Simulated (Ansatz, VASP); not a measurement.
**PbF2: VASP beside Ansatz**

The input INCAR:

```
SYSTEM = PbF2
PREC = Accurate ; ENCUT = 520
EDIFF = 1E-6 ; ISMEAR = 0
SIGMA = 0.01 ; LREAL = .False.
LASPH = .True. ; NELM = 60
ALGO = Normal ; ISIF = 2
LWAVE = .False. ; LCHARG = .False.
GGA = PE ; NBANDS = 37
```

Contents of KPOINTS:

```
regular mesh
0
Gamma
  6 6 6
  0 0 0
```

POSCAR

```
PbF2
1.0
   -2.3617695519      2.3617695519      6.5221862156
    2.3617695519     -2.3617695519      6.5221862156
    2.3617695519      2.3617695519     -6.5221862156
Pb F
2 4
Direct
    0.7500000000      0.2500000000      0.5000000000
    0.0000000000      0.0000000000      0.0000000000
    0.5548279960      0.0548279960      0.5000000000
    0.8048279960      0.8048279960      0.0000000000
    0.1951720040      0.1951720040      0.0000000000
    0.9451720040      0.4451720040      0.5000000000
```

Input for Ansatz:

```yaml
crystal:
  lattice:
    - [-2.3617695519, 2.3617695519, 6.5221862156]
    - [2.3617695519, -2.3617695519, 6.5221862156]
    - [2.3617695519, 2.3617695519, -6.5221862156]
  atoms:
    - { symbol: Pb, position: [0.75, 0.25, 0.5] }
    - { symbol: Pb, position: [0.0, 0.0, 0.0] }
    - { symbol: F, position: [0.554827996, 0.054827996, 0.5] }
    - { symbol: F, position: [0.804827996, 0.804827996, 0.0] }
    - { symbol: F, position: [0.195172004, 0.195172004, 0.0] }
    - { symbol: F, position: [0.945172004, 0.445172004, 0.5] }
kpoints:
  mp_grid: { grid: [6, 6, 6] }
hamiltonian:
  xc: pbe
scf:
  occupations: { method: fixed }
  n_extra_bands: 5
output:
  forces: true
  stress: true
  eigenvalues: true
```

Alike in both runs: task single point; functional PBE; k mesh 6 × 6 × 6; no spin polarisation.

|  | VASP | Ansatz |
| --- | --- | --- |
| version | VASP 6.6.1 | Ansatz 0.2.0 |
| potentials or method | VASP PAW PBE potentials, release 64 (Pb_d, F) | plane waves, PAW |
| plane-wave cutoff (eV) | 520 | 420 |
| occupations | gaussian, width 0.01 eV | fixed |
| valence electrons in the cell | 56 | 56 |

|  | VASP | Ansatz | Ansatz less VASP |
| --- | --- | --- | --- |
| gap on the k mesh at the Fermi level (eV) | 4.12 | 4.12 | -0.001 |
| pressure (GPa) | -0.2 | 0.0 | +0.16 |

Neither program's run includes spin-orbit coupling.
